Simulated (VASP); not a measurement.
A run of VASP 6.6.1 is set up as follows.

The input INCAR:

```
PREC = Accurate
ENCUT = 520
EDIFF = 1E-7
ISMEAR = 0
SIGMA = 0.1
LREAL = Auto
LASPH = T
NELM = 80
ALGO = Fast
ISIF = 2
LWAVE = F
LCHARG = F
LDIPOL = T
IDIPOL = 3
DIPOL = 0.5 0.5 0.329
GGA = PE
IVDW = 12
NBANDS = 36
```

The input KPOINTS:

```
Automatic mesh
0
Gamma
  6 6 1
```

POSCAR

```
Mg16CO
1.0
    6.3015062463      0.0000000000      0.0000000000
   -3.1507531232      5.4572644914      0.0000000000
    0.0000000000      0.0000000000     26.3584034914
Mg O C
16 1 1
Direct
    0.3333333333      0.1666666667      0.1517542594
    0.3333333333      0.6666666667      0.1517542594
    0.8333333333      0.1666666667      0.1517542594
    0.8333333333      0.6666666667      0.1517542594
    0.1666666667      0.3333333333      0.2475244132
    0.1666666667      0.8333333333      0.2475244132
    0.6666666667      0.3333333333      0.2475244132
    0.6666666667      0.8333333333      0.2475244132
    0.3333333333      0.1666666667      0.3421844648
    0.3333333333      0.6666666667      0.3421844648
    0.8333333333      0.1666666667      0.3421844648
    0.8333333333      0.6666666667      0.3421844648
    0.1666666667      0.3333333333      0.4404061686
    0.1666666667      0.8333333333      0.4404061686
    0.6666666667      0.3333333333      0.4404061686
    0.6666666667      0.8333333333      0.4404061686
    0.1666666667      0.3333333333      0.5769850020
    0.1666666667      0.3333333333      0.6206143516
```

Potentials or basis: VASP PAW PBE potentials, release 64 (Mg, O, C).

The run is started by

```sh
$ cat potpaw_PBE.64/Mg/POTCAR potpaw_PBE.64/O/POTCAR potpaw_PBE.64/C/POTCAR > POTCAR
$ mpirun -np 1 vasp_std > vasp.out
```

(1) What does it give for the dispersion energy per atom?

(2) What does it give for the largest force?

(3) Predict the band gap on the k mesh.

## Answers

(1) -0.211 eV.

(2) 0.710 eV/Å.

(3) zero (bands 21 and 22 overlap by 1.37 eV).
